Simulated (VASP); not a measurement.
Wanted: the native input for a VASP 6.6.1 run.

```
Task                   : single point
Functional             : PBE
Potentials or basis    : VASP PAW PBE potentials, release 64 (Cs_sv, Rb_sv, C, O)
Cutoff                 : 520 eV
k mesh                 : 1 × 1 × 1
Occupations            : fermi-dirac, width 0.15 eV
Spin                   : no spin polarisation
Dipole correction      : no
Further INCAR settings : LREAL = Auto; ALGO = Normal; EDIFF = 1e-06; NBANDS = 92
```

The structure of Cs4Rb12CO lies in POSCAR:

```
Cs4Rb12CO
1.0
   11.6968320000      0.0000000000      0.0000000000
    0.0000000000     11.6968320000      0.0000000000
    0.0000000000      0.0000000000     23.7726240000
Cs Rb C O
4 12 1 1
Direct
    0.0000000000      0.0000000000      0.0420651923
    0.0180390725      0.5002465625      0.2777901169
    0.5021274136     -0.0000427466      0.2782822797
    0.4999986321      0.4999986321      0.0420651923
    0.2505721207      0.7419957814      0.4110189939
    0.2506490646      0.2579672855      0.4109601027
    0.4999986321      0.0000000000      0.0420651923
    0.2498967242      0.2502728944      0.1727407122
    0.2498539776      0.7497756658      0.1727449187
    0.4719995978      0.5003064078      0.2785557034
    0.7501090894      0.7444494372      0.1744822111
    0.7502031319      0.2562232235      0.1749028631
   -0.0065744297     -0.0001025919      0.2780929863
    0.7517762074      0.2120232213      0.4051677257
    0.7515795730      0.7882989172      0.4066231814
    0.0000000000      0.4999986321      0.0420651923
    0.7435517583      0.4773942209      0.2361539896
    0.7239225117      0.5047349573      0.2840031458
```

One way to write it, as run:

INCAR

```
ALGO = Normal
EDIFF = 1E-6
ENCUT = 520
GGA = PE
ISIF = 2
ISMEAR = -1
LASPH = True
LCHARG = True
LELF = True
LREAL = Auto
LVHAR = True
LWAVE = False
NBANDS = 92
NELM = 60
PREC = Accurate
SIGMA = 0.15
```

KPOINTS

```
k-points
0
Gamma
  1 1 1
```

Potentials or basis: VASP PAW PBE potentials, release 64 (Cs_sv, Rb_sv, C, O).

The run is started by

```sh
$ cat potpaw_PBE.64/Cs_sv/POTCAR potpaw_PBE.64/Rb_sv/POTCAR potpaw_PBE.64/C/POTCAR potpaw_PBE.64/O/POTCAR > POTCAR
$ mpirun -np 1 vasp_gam > vasp.out
```

Results of the run:

```
Largest force : 0.213 eV/Å
```

Caveat: the k points lie up to 0.54 Å⁻¹ apart; there is no dipole correction, which matters where the two faces differ.

Wall time 7.9 min on 1 thread of AMD EPYC 9R45 96-Core Processor (Zen 5), with other jobs on the host, peak memory 2.2 GiB.
